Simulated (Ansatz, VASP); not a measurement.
TiAl in VASP and in Ansatz

```xyz
2
Lattice="3.1791 0.0000 0.0000 0.0000 3.1791 0.0000 0.0000 0.0000 3.1791" Properties=species:S:1:pos:R:3 pbc="T T T"
Ti    0.0000    0.0000    0.0000
Al    1.8145    1.5895    1.5895
```

Change from the starting cell: one atom moved.

Alike in both runs: task single point; functional PBEsol; k mesh 12 × 12 × 12; occupations gaussian, width 0.1 eV; no spin polarisation.

|  | VASP | Ansatz |
| --- | --- | --- |
| version | VASP 6.6.1 | Ansatz 0.2.0 |
| potentials or method | VASP PAW PBE potentials, release 64 (Ti_sv, Al), cutoff 520 eV | scalar-relativistic, plane waves, PAW |
| valence electrons in the cell | 15 | 15 |

|  | VASP | Ansatz | Ansatz less VASP |
| --- | --- | --- | --- |
| gap on the k mesh at the Fermi level (eV) | none | none | - |
| pressure (GPa) | -0.4 | -0.5 | -0.05 |
| traceless stress, the component that is largest in VASP (GPa) | -1.61 | -1.60 | +0.007 |
| rms of the force components (eV/Å) | 0.795 | 0.793 | -0.0018 |

VASP's potentials were made for PBE, not for PBEsol. Atom by atom the forces differ by 0.002 eV/Å (rms over components). A gap of «none» marks a metal or a gap that the smearing closes.
